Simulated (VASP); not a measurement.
Crystal: ZnS.

```
Zn S
1.0
     2.85271    0.00000    0.00000
     0.00000    2.85271    0.00000
     0.00000    0.00000    2.85271
Zn S
1 1
Cartesian
  0.0000 0.0000 0.0000
  1.4264 1.4264 1.4264
```

| Item | Value |
| --- | --- |
| Program | VASP 6.6.1 |
| Task | relaxation of cell and atoms |
| Functional | PBE |
| Potentials or basis | VASP PAW PBE potentials, release 64 (Zn, S) |
| Cutoff | 600 eV |
| k mesh | 8 × 8 × 8 |
| Occupations | fermi-dirac, width 0.02 eV |
| Spin | no spin polarisation |

At the start: pressure 54.2 GPa; volume 11.61 Å³/atom.

Task: Where does the relaxation end?

Result: Over 5 steps the energy falls by 586.6 meV/atom and the volume is 16.30 Å³/atom (+40.4 %); space group Pm-3m (No. 221, to 0.05 Å).

The path:
| step | energy change (eV) | largest force (eV/Å) | pressure (GPa) | volume (Å³) |
| --- | --- | --- | --- | --- |
| 1 | 0.0000 | 0.0000 | 54.24 | 23.22 |
| 2 | -0.9513 | 0.0000 | -9.27 | 39.08 |
| 3 | -1.1729 | 0.0000 | 0.47 | 32.39 |
| 4 | -1.1733 | 0.0000 | -0.10 | 32.64 |
| 5 | -1.1733 | 0.0000 | -0.01 | 32.59 |

Final structure:
```xyz
2
Lattice="3.1943 0.0000 0.0000 0.0000 3.1943 0.0000 0.0000 0.0000 3.1943" Properties=species:S:1:pos:R:3 pbc="T T T"
Zn    0.0000    3.1943    3.1943
S     1.5972    1.5972    1.5972
```

Caveat: the volume moved by over 15 % at a fixed basis, so the end points are rough.
